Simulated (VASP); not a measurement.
**Sn: single point with r2SCAN**

The system is Sn.

```xyz
2
Lattice="3.3424 0.0000 0.0000 -1.6712 2.8946 0.0000 0.0000 0.0000 5.5796" Properties=species:S:1:pos:R:3 pbc="T T T"
Sn    0.0000    1.9298    1.3949
Sn    1.6712    0.9649    4.1847
```

This isn't the form of Sn at room conditions, which is tetragonal (white tin).

* Program: VASP 6.6.1
* Task: single point
* Functional: r2SCAN
* Potentials or basis: VASP PAW PBE potentials, release 64 (Sn_d)
* Cutoff: 520 eV
* k mesh: 18 × 18 × 9
* Occupations: fermi-dirac, width 0.1 eV
* Spin: no spin polarisation
* Dipole correction: no
* Further INCAR settings: ALGO = Normal; EDIFF = 1e-06; NBANDS = 21

```yaml
Pressure: 0.0 GPa
Band_gap_on_the_k_mesh: zero (bands 14 and 15 overlap by 9.06 eV)
```

Stress tensor (GPa, compression positive):
```
 0.23  0.00  0.00
 0.00  0.23  0.00
 0.00  0.00 -0.53
```

Levels at points of the mesh, in eV from the Fermi level:
| k point | band 10 | band 11 | band 12 | band 13 | band 14 | band 15 | band 16 | band 17 | band 18 | band 19 |
| --- | --- | --- | --- | --- | --- | --- | --- | --- | --- | --- |
| (0.00, 0.00, 0.00) | -22.10 | -11.76 | -7.31 | -4.99 | 6.40 | 6.40 | 7.95 | 8.22 | 8.22 | 10.31 |
| (0.50, 0.00, 0.00) | -22.08 | -7.35 | -6.18 | -2.51 | -1.76 | -0.89 | 1.36 | 2.39 | 6.18 | 6.20 |

Wall time 4.4 min on 1 thread of Intel(R) Xeon(R) 6975P-C (Granite Rapids), on a shared host, peak memory 0.3 GiB.

Caveat: the PAW data sets were made with another functional, which shifts forces and pressure a little; spin-orbit coupling is left out, which moves the levels of the heavy elements.
